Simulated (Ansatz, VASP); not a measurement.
## One calculation of CO2, two programs

```
C O
1.0
     5.53641    0.00000    0.00000
     0.00000    5.53641    0.00000
     0.00000    0.00000    5.53641
C O
4 8
Direct
  0.00000 0.00000 0.00000
  0.50000 0.00000 0.50000
  0.50000 0.50000 0.00000
  0.00000 0.50000 0.50000
  0.12181 0.12181 0.12181
  0.37819 0.87819 0.62181
  0.62181 0.37819 0.87819
  0.87819 0.62181 0.37819
  0.87819 0.87819 0.87819
  0.62181 0.12181 0.37819
  0.37819 0.62181 0.12181
  0.12181 0.37819 0.62181
```

Alike in both runs: functional PBE; dispersion D3(BJ); k mesh 4 × 4 × 4; occupations gaussian, width 0.02 eV; no spin polarisation.

Ansatz relaxed the structure, and its values are those at the end. VASP's run is a single point on that final structure, the one shown.

|  | VASP | Ansatz |
| --- | --- | --- |
| version | VASP 6.6.1 | Ansatz 0.2.0 |
| potentials or method | VASP PAW PBE potentials, release 64 (C, O), cutoff 520 eV | scalar-relativistic, plane waves, PAW |
| valence electrons in the cell | 64 | 64 |

VASP gave:

- gap on the k mesh at the Fermi level (eV): 6.82
- least direct gap on the mesh (eV): 6.82
- pressure (GPa): 2.5
- rms of the force components (eV/Å): 0.301

**Question.** Estimate Ansatz's values.

**Answer.** gap on the k mesh at the Fermi level (eV): 6.84; least direct gap on the mesh (eV): 6.84; pressure (GPa): 0.9; rms of the force components (eV/Å): 0.002.

One of these differences is far larger than is usual between the two programs; its cause wasn't traced. Ansatz's warnings: stress scf threshold loose.

Noted on VASP's run: the standard files for N, O and F lose accuracy on very short bonds.
